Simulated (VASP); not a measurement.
InSb: single point with PBEsol

The system is InSb.

```xyz
2
Lattice="0.0000 3.2391 3.3687 3.2391 0.0000 3.3687 3.2391 3.2391 0.0000" Properties=species:S:1:pos:R:3 pbc="T T T"
In    0.0000    0.0000    0.0000
Sb    4.8586    4.8586    5.0530
```

This cell differs from its parent crystal: strain +0.0400 x Voigt [0, 0, 1, 0, 0, 0].

| Item | Value |
| --- | --- |
| Program | VASP 6.6.1 |
| Task | single point |
| Functional | PBEsol |
| Potentials or basis | VASP PAW PBE potentials, release 64 (In_d, Sb) |
| Cutoff | 520 eV |
| k mesh | 12 × 12 × 12 |
| Occupations | gaussian, width 0.15 eV |
| Spin | no spin polarisation |

| Property | Result |
| --- | --- |
| Pressure | -0.8 GPa |
| Band gap on the k mesh | zero (filled and empty bands touch) |

Stress tensor (GPa, compression positive):
```
-0.44  0.00  0.00
 0.00 -0.44  0.00
 0.00  0.00 -1.62
```

Levels at points of the mesh, in eV from the Fermi level:
```csv
k point,band 7,band 8,band 9,band 10,band 11,band 12
"(0.00, 0.00, 0.00)",-0.64,-0.29,-0.08,-0.08,2.76,2.76
"(0.50, 0.00, 0.00)",-5.63,-1.23,-0.98,0.24,3.55,3.71
"(0.50, 0.50, 0.00)",-6.05,-2.17,-2.17,1.30,1.32,7.72
"(0.50, 0.00, 0.50)",-5.88,-2.37,-2.35,1.04,1.11,7.62
```

It took 3.9 min on 1 thread of Intel Xeon 8259CL (shared host), peak memory 0.35 GiB.

Caveat: the cell differs from its parent crystal (strain +0.0400 x Voigt [0, 0, 1, 0, 0, 0]); semilocal functionals underestimate gaps, and a narrow one can read as zero; the PAW data sets were made with another functional, which shifts forces and pressure a little; spin-orbit coupling is left out, which moves the levels of the heavy elements.
